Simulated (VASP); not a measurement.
BiS: single point with PBE

The system is BiS.

```xyz
2
Lattice="3.6615 0.0000 0.0000 0.0000 3.6615 0.0000 0.0000 0.0000 3.6615" Properties=species:S:1:pos:R:3 pbc="T T T"
Bi    0.0000    0.0000    0.0000
S     1.8307    1.8307    1.8307
```

This cell differs from its parent crystal: volume scaled by 1.070.

```yaml
Program: VASP 6.6.1
Task: single point
Functional: PBE
Potentials_or_basis: VASP PAW PBE potentials, release 64 (Bi_d, S)
Cutoff: 520 eV
k_mesh: 10 × 10 × 10
Occupations: gaussian, width 0.05 eV
Spin: no spin polarisation
Dipole_correction: no
Further_INCAR_settings: ALGO = Normal; EDIFF = 1e-06; NBANDS = 18
```

- Pressure: -4.2 GPa

Levels at points of the mesh, in eV from the Fermi level:
```tsv
k point	band 7	band 8	band 9	band 10	band 11	band 12	band 13	band 14
(0.00, 0.00, 0.00)	-9.52	-2.97	-2.97	-2.97	3.94	3.94	3.95	3.95
(0.50, 0.00, 0.00)	-11.94	-1.99	-1.77	-1.70	-1.70	1.48	1.48	5.60
(0.50, 0.50, 0.00)	-10.72	-5.89	-5.89	-1.44	2.17	2.17	2.96	5.76
(0.50, 0.50, 0.50)	-9.77	-3.65	-3.65	-3.65	-2.57	-2.57	-2.57	12.00
```

Wall time 24 s on 1 thread of Intel(R) Xeon(R) Platinum 8375C CPU @ 2.90GHz (Ice Lake) (shared host), peak memory 0.18 GiB.

Caveat: spin-orbit coupling is left out, which moves the levels of the heavy elements.
